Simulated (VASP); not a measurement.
WSe3:

```
W Se
1.0
    -2.19729    2.19729    4.90823
     2.19729   -2.19729    4.90823
     2.19729    2.19729   -4.90823
W Se
1 3
Direct
  0.00000 0.00000 0.00000
  0.50000 0.50000 0.00000
  0.25000 0.75000 0.50000
  0.75000 0.25000 0.50000
```

Base run:

```yaml
Program: VASP 6.6.1
Functional: PBE
Potentials_or_basis: VASP PAW PBE potentials, release 64 (W_sv, Se)
Cutoff: 520 eV
k_mesh: 6 × 6 × 6
Occupations: gaussian, width 0.1 eV
Spin: no spin polarisation
```

Its results: pressure -16.0 GPa.

Problem. The run is repeated on the same cell with these changes: spin from no spin polarisation to collinear spin, ferrimagnetic start; further incar settings from ALGO = Normal; EDIFF = 1e-06; NBANDS = 24 to ALGO = Normal; EDIFF = 1e-06; NBANDS = 28. What comes out?

Solution. Pressure -13.0 GPa; net moment 1.89 μB per cell; site moments W +2.17; Se -0.20 μB.
